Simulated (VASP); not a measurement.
**Au: single point with r2SCAN**

Crystal: Au.

```
Au
1.0
     1.43899   -2.60606    0.00000
     1.43899    2.60606    0.00000
     0.00000    0.00000    4.98914
Au
2
Direct
  0.33467 0.66533 0.25000
  0.66533 0.33467 0.75000
```

| Quantity | Value |
| --- | --- |
| Program | VASP 6.6.1 |
| Task | single point |
| Functional | r2SCAN |
| Potentials or basis | VASP PAW PBE potentials, release 64 (Au) |
| Cutoff | 520 eV |
| k mesh | 11 × 11 × 6 |
| Occupations | fermi-dirac, width 0.05 eV |
| Spin | no spin polarisation |
| Dipole correction | no |
| Further INCAR settings | ALGO = Normal; EDIFF = 1e-06; NBANDS = 18 |

```
Pressure               : -7.6 GPa
Largest force          : 0.003 eV/Å
Band gap on the k mesh : zero (bands 11 and 12 overlap by 6.32 eV)
```

Forces on the atoms (eV/Å):
```
Au   0.000  0.003  0.000
Au   0.000 -0.003  0.000
```

Stress tensor (GPa, compression positive):
```
-5.94  0.00  0.00
 0.00 -8.98  0.00
 0.00  0.00 -7.81
```

Levels at points of the mesh, in eV from the Fermi level:
```tsv
k point	band 8	band 9	band 10	band 11	band 12	band 13	band 14	band 15
(0.00, 0.00, 0.00)	-3.50	-3.34	-2.30	-2.23	-0.54	2.22	15.39	16.27
(0.00, 0.00, 0.50)	-4.12	-2.74	-2.74	-2.59	-2.59	10.32	10.32	15.68
```

It took 4.1 min on 1 thread of AMD EPYC 9R14 (Zen 4), with other jobs on the host, peak memory 0.2 GiB.

Caveat: the cell stands under tension; the PAW data sets were made with another functional, which shifts forces and pressure a little; spin-orbit coupling is left out, which moves the levels of the heavy elements.
